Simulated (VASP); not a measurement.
Input of a VASP 6.6.1 run:

INCAR

```
PREC = Accurate
ENCUT = 500
EDIFF = 1E-6
ISMEAR = 0
SIGMA = 0.1
LREAL = F
LASPH = T
NELM = 120
ALGO = Normal
ISIF = 2
LWAVE = F
LCHARG = F
GGA = CA
NBANDS = 8
GGA_COMPAT = F
```

Contents of KPOINTS:

```
Automatic mesh
0
Gamma
  18 18 18
```

Contents of POSCAR:

```
Al
1.0
    0.0000000000      1.9917981729      1.9917981729
    1.9917981729      0.0000000000      1.9917981729
    1.9917981729      1.9917981729      0.0000000000
Al
1
Direct
    0.0000000000      0.0000000000      0.0000000000
```

Potentials or basis: VASP PAW LDA potentials, release 64 (Al).

Command:

```sh
$ cat potpaw_LDA.64/Al/POTCAR > POTCAR
$ mpirun -np 1 vasp_std > vasp.out
```

Problem. Estimate the pressure.

Solution. 0.1 GPa.
